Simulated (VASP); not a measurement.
A run of VASP 6.6.1 is set up as follows.

INCAR

```
  PREC = Accurate
  ENCUT = 600
  EDIFF = 1E-6
  ISMEAR = 0
  SIGMA = 0.02
  LREAL = False
  LASPH = True
  NELM = 100
  ALGO = Normal
  ISIF = 3
  LWAVE = False
  LCHARG = False
  GGA = PS
  IBRION = 2
  NSW = 80
  EDIFFG = -0.02
```

KPOINTS

```
Automatic mesh
0
Gamma
  13 13 8
```

POSCAR

```
ZrH
1.0
    3.2427917000      0.0000000000      0.0000000000
    0.0000000000      3.2427917000      0.0000000000
    0.0000000000      0.0000000000      4.9480000000
Zr H
2 2
Direct
    0.0000000000      0.5000000000      0.0000000000
    0.5000000000      0.0000000000      0.5000000000
    0.0000000000      0.0000000000      0.7500000000
    0.0000000000      0.0000000000      0.2500000000
```

Potentials or basis: VASP PAW PBE potentials, release 64 (Zr_sv, H).

The run is started by

```sh
$ cat potpaw_PBE.64/Zr_sv/POTCAR potpaw_PBE.64/H/POTCAR > POTCAR
$ mpirun -np 1 vasp_std > vasp.out
```

Question: Predict the band gap on the k mesh.

Answer: Zero (bands 13 and 14 overlap by 0.97 eV).

Question: Predict the relaxed cell.

Answer: a = 3.188 Å, b = 3.188 Å, c = 4.995 Å, α = 90.00°, β = 90.00°, γ = 90.00°.

The path:
```csv
step,energy change (eV),largest force (eV/Å),pressure (GPa),volume (Å³)
1,0.0000,0.0000,-2.57,52.03
2,-0.0109,0.0000,1.03,50.47
3,-0.0116,0.0000,0.32,50.77
4,-0.0142,0.0000,0.26,50.77
5,-0.0158,0.0000,0.16,50.77
6,-0.0158,0.0000,0.15,50.77
```

Caveat: the PAW data sets were made with another functional, which shifts forces and pressure a little.
